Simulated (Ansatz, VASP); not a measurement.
## Two plane-wave programs on ZnS3

The input INCAR:

```
SYSTEM = ZnS3
PREC = Accurate
ENCUT = 600
EDIFF = 1E-7
ISMEAR = 0
SIGMA = 0.1
LREAL = .FALSE.
LASPH = .TRUE.
NELM = 60
ALGO = Normal
ISIF = 3
LWAVE = .FALSE.
LCHARG = .FALSE.
GGA = PE
IBRION = 2
NSW = 100
EDIFFG = -0.01
```

Contents of KPOINTS:

```
regular mesh
0
G
  14 14 8
  0 0 0
```

POSCAR

```
ZnS3
1.0
    3.2423573091      0.0000000000      0.0000000000
    0.0000000000      3.2423573091      0.0000000000
    0.0000000000      0.0000000000      6.1289355620
Zn S
1 3
Direct
    0.5000000000      0.5000000000      0.5000000000
    0.0000000000      0.0000000000      0.7295865534
    0.0000000000      0.0000000000      0.2704134466
    0.5000000000      0.5000000000      0.0000000000
```

Input for Ansatz:

```yaml
crystal:
  lattice:
    - [3.2423573091, 0.0, 0.0]
    - [0.0, 3.2423573091, 0.0]
    - [0.0, 0.0, 6.128935562]
  atoms:
    - { symbol: Zn, position: [0.5, 0.5, 0.5] }
    - { symbol: S, position: [0.0, 0.0, 0.7295865534] }
    - { symbol: S, position: [0.0, 0.0, 0.2704134466] }
    - { symbol: S, position: [0.5, 0.5, 0.0] }
basis:
  ecutwfc: 420
kpoints:
  mp_grid: { grid: [14, 14, 8] }
hamiltonian:
  xc: pbe
scf:
  occupations: { method: gaussian, width: 0.1 }
output:
  forces: true
  stress: true
  eigenvalues: true
relax:
  adjacent_minimum: "off"
  f_tol: 0.01
  max_steps: 80
  cell: { stress_tol: 0.05 }
```

Change from the starting cell: species swapped into the MnFe3 type (P4/mmm, No. 123).

Alike in both runs: task relaxation of cell and atoms; functional PBE; k mesh 14 × 14 × 8; occupations gaussian, width 0.1 eV; no spin polarisation.

```csv
,VASP,Ansatz
version,VASP 6.6.1,Ansatz 0.2.0
potentials or method,"VASP PAW PBE potentials, release 64 (Zn, S), cutoff 600 eV","scalar-relativistic, plane waves, PAW"
valence electrons in the cell,30,30
```

```tsv
	VASP	Ansatz	Ansatz less VASP
gap on the k mesh at the Fermi level, each at its own relaxed structure (eV)	none	none	-
relaxed volume (Å³/atom)	15.93	15.94	+0.018
relaxed cell length with the largest relative difference (Å)	6.360	6.349	-0.0108
```

A gap of «none» marks a metal or a gap that the smearing closes.
